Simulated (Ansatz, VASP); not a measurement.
Two plane-wave programs on CaC

```
Ca C
1.0
     3.11994    0.00000    0.00000
     0.00000    3.11994    0.00000
     0.00000    0.00000    3.11977
Ca C
1 1
Direct
  0.50000 0.50000 0.50000
  0.00000 0.00000 0.00000
```

Alike in both runs: functional PBE; k mesh 18 × 18 × 18; occupations gaussian, width 0.1 eV; no spin polarisation.

Ansatz relaxed the structure, and its values are those at the end. VASP's run is a single point on that final structure, the one shown.

|  | VASP | Ansatz |
| --- | --- | --- |
| version | VASP 6.6.1 | Ansatz 0.2.0 |
| potentials or method | VASP PAW PBE potentials, release 64 (Ca_sv, C), cutoff 520 eV | scalar-relativistic, plane waves, PAW |
| valence electrons in the cell | 14 | 14 |

|  | VASP | Ansatz | Ansatz less VASP |
| --- | --- | --- | --- |
| gap on the k mesh at the Fermi level (eV) | none | none | - |
| pressure (GPa) | 0.4 | 0.0 | -0.35 |

A gap of «none» marks a metal or a gap that the smearing closes. The functional is the same, so the differences come from potentials, cutoffs and numerics.
